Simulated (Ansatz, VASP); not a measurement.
## One calculation of MnS, two programs

The input INCAR:

```
SYSTEM = MnS
PREC = Accurate
ENCUT = 520
EDIFF = 1E-7
ISMEAR = -1
SIGMA = 0.05
LREAL = .False.
LASPH = .True.
NELM = 150
ALGO = Normal
ISIF = 2
LWAVE = .False.
LCHARG = .False.
ISPIN = 2
MAGMOM = 4 0
LORBIT = 11
LMAXMIX = 4
GGA = PE
NBANDS = 20
```

Contents of KPOINTS:

```
regular mesh
0
Gamma
  12 12 12
  0 0 0
```

POSCAR

```
MnS
1.0
    0.0000000000      2.6634835954      2.6634835954
    2.6634835954      0.0000000000      2.6634835954
    2.6634835954      2.6634835954      0.0000000000
Mn S
1 1
Direct
    0.0000000000      0.0000000000      0.0000000000
    0.5000000000      0.5000000000      0.5000000000
```

Input for Ansatz:

```yaml
crystal:
  lattice:
    - [0.0, 2.6634835954, 2.6634835954]
    - [2.6634835954, 0.0, 2.6634835954]
    - [2.6634835954, 2.6634835954, 0.0]
  atoms:
    - { symbol: Mn, position: [0.0, 0.0, 0.0], spin: 4.0 }
    - { symbol: S, position: [0.5, 0.5, 0.5] }
magnetization:
  spin_polarized: true
kpoints:
  mp_grid: { grid: [12, 12, 12] }
scf:
  occupations: { method: fermi_dirac, width: 0.05 }
hamiltonian:
  xc: pbe
  pseudopotentials: { kind: all_electron, lapw: { basis_error: 0.0005 } }
output:
  forces: true
  stress: true
  eigenvalues: true
```

Change from the starting cell: volume scaled by 1.06.

Alike in both runs: task single point; functional PBE; k mesh 12 × 12 × 12; occupations fermi-dirac, width 0.05 eV; collinear spin.

|  | VASP | Ansatz |
| --- | --- | --- |
| version | VASP 6.6.1 | Ansatz 0.2.0 |
| potentials or method | VASP PAW PBE potentials, release 64 (Mn_pv, S), cutoff 520 eV | all-electron LAPW, scalar-relativistic |

|  | VASP | Ansatz | Ansatz less VASP |
| --- | --- | --- | --- |
| pressure (GPa) | -5.9 | -5.8 | +0.04 |
| net moment per atom (μB) | 2.43 | 2.43 | 0.000 |
| size of the moment on the site where the two differ most (μB) | 4.36 | 4.56 | +0.196 |

Site moments also hang on the region over which each program counts them. Ansatz ran all-electron here, and VASP with PAW potentials.
